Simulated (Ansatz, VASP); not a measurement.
**One calculation of Ba2SO, two programs**

```
CELL_PARAMETERS angstrom
4.30361 0.00000 0.00000
0.00000 4.30361 0.00000
0.00000 0.00000 6.09214
ATOMIC_POSITIONS crystal
O 0.00000 0.00000 0.00000
Ba 0.00000 0.00000 0.50000
Ba 0.50000 0.50000 0.00000
S 0.50000 0.50000 0.50000
```

Alike in both runs: task single point; functional PBE; k mesh 6 × 6 × 4; no spin polarisation.

|  | VASP | Ansatz |
| --- | --- | --- |
| version | VASP 6.6.1 | Ansatz 0.2.0 |
| potentials or method | VASP PAW PBE potentials, release 64 (O, Ba_sv, S) | plane waves, PAW |
| plane-wave cutoff (eV) | 520 | 420 |
| occupations | gaussian, width 0.01 eV | fixed |
| valence electrons in the cell | 32 | 32 |

Ansatz gave:

* gap on the k mesh at the Fermi level (eV): 1.65
* pressure (GPa): 0.0

Task: Estimate VASP's values.

Result: gap on the k mesh at the Fermi level (eV): 1.57; pressure (GPa): 0.8.

Spin-orbit coupling is off throughout.
